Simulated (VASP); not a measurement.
Write the native input for VASP 6.6.1 that does the following.

- Task: single point
- Functional: r2SCAN
- Potentials or basis: VASP PAW PBE potentials, release 64 (Sn_d)
- Cutoff: 520 eV
- k mesh: 18 × 18 × 18
- Occupations: gaussian, width 0.15 eV
- Spin: no spin polarisation
- Dipole correction: no
- Further INCAR settings: ALGO = Normal; EDIFF = 1e-06; NBANDS = 13

Crystal: Sn.

```
Sn
1.0
    -1.95149    1.95149    1.95149
     1.95149   -1.95149    1.95149
     1.95149    1.95149   -1.95149
Sn
1
Cartesian
  0.0000 0.0000 0.0000
```

This cell differs from its parent crystal: strain +0.030 along x and y, +0.030 along z.

One way to write it, as run:

POSCAR

```
Sn
1.0
   -1.9514913738      1.9514913738      1.9514913738
    1.9514913738     -1.9514913738      1.9514913738
    1.9514913738      1.9514913738     -1.9514913738
Sn
1
Direct
    0.0000000000      0.0000000000      0.0000000000
```

INCAR.step1

```
PREC     = Accurate       # precision mode
ENCUT    = 520            # plane-wave cutoff, eV
ISMEAR   = 0              # smearing method
SIGMA    = 0.15           # smearing width, eV
LREAL    = False          # projectors in reciprocal space
LASPH    = True           # aspherical terms in the spheres
NELM     = 100            # most SCF steps
NBANDS   = 13             # bands
GGA      = PE             # functional
ALGO     = Normal         # electronic algorithm
EDIFF    = 1E-4           # SCF threshold, eV
LWAVE    = True           # write WAVECAR
LCHARG   = False          # write CHGCAR
```

INCAR.step2

```
PREC     = Accurate       # precision mode
ENCUT    = 520            # plane-wave cutoff, eV
EDIFF    = 1E-6           # SCF threshold, eV
ISMEAR   = 0              # smearing method
SIGMA    = 0.15           # smearing width, eV
LREAL    = False          # projectors in reciprocal space
LASPH    = True           # aspherical terms in the spheres
NELM     = 100            # most SCF steps
ALGO     = Normal         # electronic algorithm
ISIF     = 2              # what is computed and relaxed
LWAVE    = False          # write WAVECAR
LCHARG   = False          # write CHGCAR
METAGGA  = R2SCAN         # meta-GGA
LMIXTAU  = True         
NBANDS   = 13             # bands
ISTART   = 1
```

KPOINTS

```
regular mesh
0
Gamma
  18 18 18
```

Potentials or basis: VASP PAW PBE potentials, release 64 (Sn_d).

Command:

```console
$ cat potpaw_PBE.64/Sn_d/POTCAR > POTCAR
$ cp INCAR.step1 INCAR
$ mpirun -np 1 vasp_std > vasp.out
$ cp INCAR.step2 INCAR
$ mpirun -np 1 vasp_std > vasp.out
```

It gave:

| Property | Result |
| --- | --- |
| Pressure | -4.0 GPa |
| Band gap on the k mesh | zero (bands 7 and 8 overlap by 9.89 eV) |

Caveat: the cell differs from its parent crystal (strain +0.030 along x and y, +0.030 along z); the cell stands under tension; the PAW data sets were made with another functional, which shifts forces and pressure a little; spin-orbit coupling is left out, which moves the levels of the heavy elements.

Wall time 6 min on 1 thread of AMD EPYC 7R43 64-Core Processor (Zen 3) (shared host), peak memory 0.18 GiB.
